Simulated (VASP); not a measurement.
# B3As (P4/mmm) in VASP: further runs

The runs below take B3As through single point, relaxation of cell and atoms, with PBE.

Program: VASP 6.6.1. These are calculated values, not measurements. Logs are shortened: lines on timing, memory, paths and dates and some standing lists are left out, and cuts for length are marked.

## 1. The cell of the first run

It takes space group P4/mmm (No. 123, tetragonal). The conventional cell has a = 3.418 Å, b = 3.418 Å, c = 3.284 Å, α = 90.00°, β = 90.00°, γ = 90.00°. Within 3.1 Å of B (site symmetry mmm) lie 8 B at 2.37 to 2.42 Å and 4 As at 2.37 Å. Within 3.1 Å of B (site symmetry 4/mmm) lie 8 B at 2.37 Å and 4 As at 2.42 Å. As (site symmetry 4/mmm) has 12 B at 2.37 to 2.42 Å within 3.1 Å.

The cell was generated, and may not be a known phase.

## 2. Single point, PBE

INCAR

```
SYSTEM = B3As
PREC = Accurate
ENCUT = 520
EDIFF = 1E-7
ISMEAR = 0
SIGMA = 0.1
LREAL = .False.
LASPH = .True.
NELM = 100
ALGO = Normal
ISIF = 2
LWAVE = .False.
LCHARG = .False.
GGA = PE
NBANDS = 15
```

KPOINTS

```
Automatic mesh
0
Gamma
  4 4 6
  0 0 0
```

POSCAR

```
B3As
1.0
    3.4177344290      0.0000000000      0.0000000000
    0.0000000000      3.4177344290      0.0000000000
    0.0000000000      0.0000000000      3.2835476837
B As
3 1
Direct
    0.0000000000      0.5000000000      0.5000000000
    0.5000000000      0.0000000000      0.5000000000
    0.5000000000      0.5000000000      0.0000000000
    0.0000000000      0.0000000000      0.0000000000
```

Potentials or basis: VASP PAW PBE potentials, release 64 (B, As).

Started as:

```sh
$ cat potpaw_PBE.64/B/POTCAR potpaw_PBE.64/As/POTCAR > POTCAR
$ mpirun -np 1 vasp_std > vasp.out
```

OUTCAR:

```text
SYSTEM = B3As
   PREC = Accurate
   ENCUT = 520
   EDIFF = 1E-7
   ISMEAR = 0
   LREAL = .False.
   LASPH = .True.
   NELM = 100
   ISIF = 2
   GGA = PE

 ion  position               nearest neighbor table
   1  0.000  0.500  0.500-   4 2.37   4 2.37   4 2.37   4 2.37
   2  0.500  0.000  0.500-   4 2.37   4 2.37   4 2.37   4 2.37
   3  0.500  0.500  0.000-   4 2.42   4 2.42   4 2.42   4 2.42
   4  0.000  0.000  0.000-   1 2.37   2 2.37   1 2.37   2 2.37   1 2.37   1 2.37   2 2.37   2 2.37
                             3 2.42   3 2.42   3 2.42   3 2.42

  LATTYP: Found a simple tetragonal cell.
 ALAT       =     3.4177344290
 C/A-ratio  =     0.9607381006

  Lattice vectors:

 A1 = (   3.4177344290,   0.0000000000,   0.0000000000)
 A2 = (   0.0000000000,   3.4177344290,   0.0000000000)
 A3 = (   0.0000000000,   0.0000000000,   3.2835476837)

Analysis of symmetry for initial positions (statically):
=====================================================================
 Subroutine PRICEL returns:
 Original cell was already a primitive cell.

 Routine SETGRP: Setting up the symmetry group for a
 simple tetragonal supercell.

 Subroutine GETGRP returns: Found 16 space group operations
 (whereof 16 operations were pure point group operations)
 out of a pool of 16 trial point group operations.

The static configuration has the point symmetry D_4h.

Analysis of symmetry for dynamics (positions and initial velocities):
=====================================================================
 Subroutine PRICEL returns:
 Original cell was already a primitive cell.

 Routine SETGRP: Setting up the symmetry group for a
 simple tetragonal supercell.

 Subroutine GETGRP returns: Found 16 space group operations
 (whereof 16 operations were pure point group operations)
 out of a pool of 16 trial point group operations.

The dynamic configuration has the point symmetry D_4h.

 Subroutine INISYM returns: Found 16 space group operations
 (whereof 16 operations are pure point group operations),
 and found     1 'primitive' translations

----------------------------------------------------------------------------------------

                                     Primitive cell

  volume of cell :      38.3548

  direct lattice vectors                    reciprocal lattice vectors
     3.417734429  0.000000000  0.000000000     0.292591487  0.000000000  0.000000000
     0.000000000  3.417734429  0.000000000     0.000000000  0.292591487  0.000000000
     0.000000000  0.000000000  3.283547684     0.000000000  0.000000000  0.304548646

  length of vectors
[... 100 lines left out ...]
   ISMEAR =     0;   SIGMA  =   0.10  broadening in eV -4-tet -1-fermi 0-gaus
   EFERMI_NEDOS =   21; number of points for ismear=-14 and -15
   IALGO  =     38    algorithm
   IMIX   =      4    mixing-type and parameters
     AMIX     =   0.40;   BMIX     =  1.00
     AMIX_MAG =   1.60;   BMIX_MAG =  1.00
  volume/ion in A,a.u.               =       9.59        64.71
  Fermi-wavevector in a.u.,A,eV,Ry     =   1.169978  2.210937 18.624300  1.368847
  Thomas-Fermi vector in A             =   2.306443
   LORBIT       =      0    0 simple, 1 ext, 2 COOP (PROOUT), +10 PAW based schemes
   GGA     = PE    functional components
   LHFCALC =     F    Hartree Fock is set to
   AEXX    =    0.0000 exact exchange contribution
   IVDW    =     0    specifies the selected vdW correction
   LEPSILON=     F    determine dielectric tensor
   LRPA    =     F    only Hartree local field effects (RPA)
 non-spin polarized calculation
 Gauss-broadening in eV      SIGMA  =   0.10
  energy-cutoff  :      520.00
  volume of cell :       38.35
 maximum number of plane-waves:      1048
 NGX is ok and might be reduce to    28
   NGX = 13   NGY = 13   NGZ = 13

 number of electron      13.9999999 magnetization

 Free energy of the ion-electron system (eV)
  ---------------------------------------------------
  ext. energy  EPLUGINS =         0.00000000
  ---------------------------------------------------
  free energy    TOTEN  =       -17.18225143 eV

  energy without entropy =      -17.17834509  energy(sigma->0) =      -17.18029826

 E-fermi :   8.2265     XC(G=0): -11.8897

 val. band max:        8.1841683933   @ k =   0.2500   0.0000   0.5000
 cond. band min:       8.2883263090   @ k =   0.5000   0.5000   0.0000
 fundamental gap:      0.1041579157
 Fermi energy:         8.2264532139

 k-point     1 :       0.0000    0.0000    0.0000
  band No.  band energies     occupation
      1      -8.7718      2.00000
      2       1.9127      2.00000
      3       1.9127      2.00000
      4       2.5941      2.00000
      5       3.8151      2.00000
      6       5.1625      2.00000
      7       6.0937      2.00000
      8      11.1206      0.00000
      9      11.1206      0.00000
     10      11.4015      0.00000
     11      12.4363      0.00000
     12      12.5531      0.00000
     13      12.5531      0.00000
     14      18.5274      0.00000
[... 401 lines left out ...]
      2      -0.3343      2.00000
      3      -0.1751      2.00000
      4      -0.1751      2.00000
      5       1.5676      2.00000
      6       2.0338      2.00000
      7       2.0338      2.00000
      8       2.1288      2.00000
      9      15.3368      0.00000
     10      15.9430      0.00000
     11      15.9430      0.00000
     12      16.0890      0.00000
     13      16.8296      0.00000
     14      18.3935      0.00000
     15      18.3935      0.00000

------------------------ aborting loop because EDIFF is reached ----------------------------------------

  FORCE on cell =-STRESS in cart. coord.  units (eV):
  Direction    XX          YY          ZZ          XY          YZ          ZX
  --------------------------------------------------------------------------------------
  -------------------------------------------------------------------------------------
  Total        0.0635764      0.0635764      0.0365157      0.0000000      0.0000000      0.0000000
  in kB        2.6557443      2.6557443      1.5253521      0.0000000      0.0000000      0.0000000
  external PRESSURE =       2.2789469 kB  Pullay stress =       0.0000000 kB

 VOLUME and BASIS-vectors are now :
 -----------------------------------------------------------------------------
  energy-cutoff  :      520.00
  volume of cell :       38.35
      direct lattice vectors                 reciprocal lattice vectors
     3.417734429  0.000000000  0.000000000     0.292591487  0.000000000  0.000000000
     0.000000000  3.417734429  0.000000000     0.000000000  0.292591487  0.000000000
     0.000000000  0.000000000  3.283547684     0.000000000  0.000000000  0.304548646

 POSITION                                       TOTAL-FORCE (eV/Angst)
 -----------------------------------------------------------------------------------
      0.00000      1.70887      1.64177         0.000000      0.000000      0.000000
      1.70887      0.00000      1.64177         0.000000      0.000000      0.000000
      1.70887      1.70887      0.00000         0.000000      0.000000      0.000000
      0.00000      0.00000      0.00000         0.000000      0.000000      0.000000
 -----------------------------------------------------------------------------------
    total drift:                                0.000000      0.000000      0.000000

  FREE ENERGIE OF THE ION-ELECTRON SYSTEM (eV)
  ---------------------------------------------------
  free  energy   TOTEN  =       -17.1822514308 eV

  energy  without entropy=      -17.1783450930  energy(sigma->0) =      -17.18029826
```

OSZICAR:

```text
N       E                     dE             d eps       ncg     rms          rms(c)
DAV:   1     0.184820945631E+02    0.18482E+02   -0.62390E+03   720   0.835E+02
DAV:   2    -0.161411809835E+02   -0.34623E+02   -0.31162E+02  1007   0.140E+02
DAV:   3    -0.173483107431E+02   -0.12071E+01   -0.11910E+01   923   0.203E+01
DAV:   4    -0.173531175297E+02   -0.48068E-02   -0.48050E-02   825   0.130E+00
DAV:   5    -0.173531376798E+02   -0.20150E-04   -0.20150E-04   923   0.771E-02    0.503E+00
DAV:   6    -0.172009327898E+02    0.15220E+00   -0.23836E-01   853   0.230E+00    0.302E+00
DAV:   7    -0.171844675078E+02    0.16465E-01   -0.69278E-02   888   0.134E+00    0.114E+00
DAV:   8    -0.171823586755E+02    0.21088E-02   -0.68249E-03   853   0.533E-01    0.717E-02
DAV:   9    -0.171822521426E+02    0.10653E-03   -0.40622E-04   881   0.134E-01    0.325E-02
DAV:  10    -0.171822540859E+02   -0.19433E-05   -0.27930E-05   832   0.364E-02    0.135E-02
DAV:  11    -0.171822513696E+02    0.27163E-05   -0.45456E-06   909   0.133E-02    0.130E-03
DAV:  12    -0.171822514308E+02   -0.61174E-07   -0.35703E-07   713   0.404E-03
   1 F= -.17182251E+02 E0= -.17180298E+02  d E =-.390634E-02
```

Wall time 12 s (1 thread of Intel Xeon Platinum 8259CL at 2.50GHz (Skylake/Cascade Lake), shared host); peak memory 0.15 GiB.

Results:

| Property | Result |
| --- | --- |
| Free energy | -17.1823 eV |
| Pressure | 0.2 GPa |
| Band gap on the k mesh | zero (bands 7 and 8 overlap by 7.47 eV) |

Levels at points of the mesh, in eV from the Fermi level:
```csv
k point,band 5,band 6,band 7,band 8,band 9,band 10
"(0.00, 0.00, 0.00)",-4.41,-3.06,-2.13,2.89,2.89,3.18
"(0.50, 0.00, 0.00)",-2.75,-2.14,-2.08,-0.75,-0.42,0.55
"(0.50, 0.50, 0.00)",0.06,0.22,0.22,0.93,1.10,2.32
"(0.00, 0.00, 0.50)",-2.57,-2.57,-2.18,-1.03,-0.73,-0.34
"(0.50, 0.00, 0.50)",-0.40,-0.23,-0.06,0.07,0.69,1.38
"(0.50, 0.50, 0.50)",-6.66,-6.19,-6.19,-6.10,7.11,7.72
```

Caveat: the k points lie up to 0.46 Å⁻¹ apart, too coarse for converged energies and pressures of a metal.

## 3. Single point, PBE

This run uses another cell than the first one, of 12.88 Å³/atom.

INCAR

```
ALGO     = Normal         # electronic algorithm
EDIFF    = 1E-6           # SCF threshold, eV
ENCUT    = 520            # plane-wave cutoff, eV
GGA      = PE             # functional
ISIF     = 2              # what is computed and relaxed
ISMEAR   = 0              # smearing method
LASPH    = True           # aspherical terms in the spheres
LCHARG   = True           # write CHGCAR
LELF     = True           # ELF
LREAL    = False          # projectors in reciprocal space
LVHAR    = True         
LWAVE    = False          # write WAVECAR
NBANDS   = 15             # bands
NELM     = 100            # most SCF steps
PREC     = Accurate       # precision mode
SIGMA    = 0.1            # smearing width, eV
```

KPOINTS

```
k-points
0
Gamma
  4 4 6
```

POSCAR

```
B3As
1.0
    3.7940937700      0.0000000000      0.0000000000
    0.0000000000      3.7940937700      0.0000000000
    0.0000000000      0.0000000000      3.5793339600
B As
3 1
Direct
    0.0000000000      0.5000000000      0.5000000000
    0.5000000000      0.0000000000      0.5000000000
    0.5000000000      0.5000000000      0.0000000000
    0.0000000000      0.0000000000      0.0000000000
```

Potentials or basis: VASP PAW PBE potentials, release 64 (B, As).

Started as:

```sh
$ cat potpaw_PBE.64/B/POTCAR potpaw_PBE.64/As/POTCAR > POTCAR
$ mpirun -np 1 vasp_std > vasp.out
```

It took 15 s on 1 thread of Intel Xeon Platinum 8259CL at 2.50GHz (Skylake/Cascade Lake), shared host; peak memory 0.16 GiB.

Results (log left out):

```yaml
Free_energy: -16.0708 eV
Pressure: -20.7 GPa
Band_gap_on_the_k_mesh: zero (bands 7 and 8 overlap by 5.43 eV)
```

Stress tensor (GPa, compression positive):
```
-21.23   0.00   0.00
  0.00 -21.23   0.00
  0.00   0.00 -19.61
```

Levels at points of the mesh, in eV from the Fermi level:
| k point | band 3 | band 4 | band 5 | band 6 | band 7 | band 8 | band 9 | band 10 | band 11 | band 12 |
| --- | --- | --- | --- | --- | --- | --- | --- | --- | --- | --- |
| (0.00, 0.00, 0.00) | -4.60 | -4.60 | -3.85 | -3.07 | -2.09 | 2.49 | 2.49 | 2.99 | 3.34 | 3.71 |
| (0.50, 0.00, 0.00) | -3.26 | -2.75 | -1.95 | -1.59 | -1.54 | -0.92 | 0.45 | 0.92 | 4.36 | 5.03 |
| (0.50, 0.50, 0.00) | -8.27 | -7.37 | 0.08 | 0.44 | 0.88 | 0.88 | 1.57 | 1.57 | 1.59 | 2.07 |
| (0.00, 0.00, 0.50) | -3.48 | -2.31 | -2.31 | -1.75 | -1.40 | -1.40 | -0.08 | 0.12 | 4.61 | 4.61 |
| (0.50, 0.00, 0.50) | -7.93 | -7.17 | -0.42 | -0.36 | 0.39 | 0.49 | 0.57 | 0.61 | 1.10 | 1.16 |
| (0.50, 0.50, 0.50) | -6.09 | -6.09 | -5.37 | -5.37 | -5.25 | -4.55 | 5.65 | 6.17 | 6.21 | 6.21 |

Caveat: the k points lie up to 0.41 Å⁻¹ apart, too coarse for converged energies and pressures of a metal.

(Part 1 of 2 ends here.)

The gap in the log of VASP goes by the Fermi energy; the results here count the filled bands.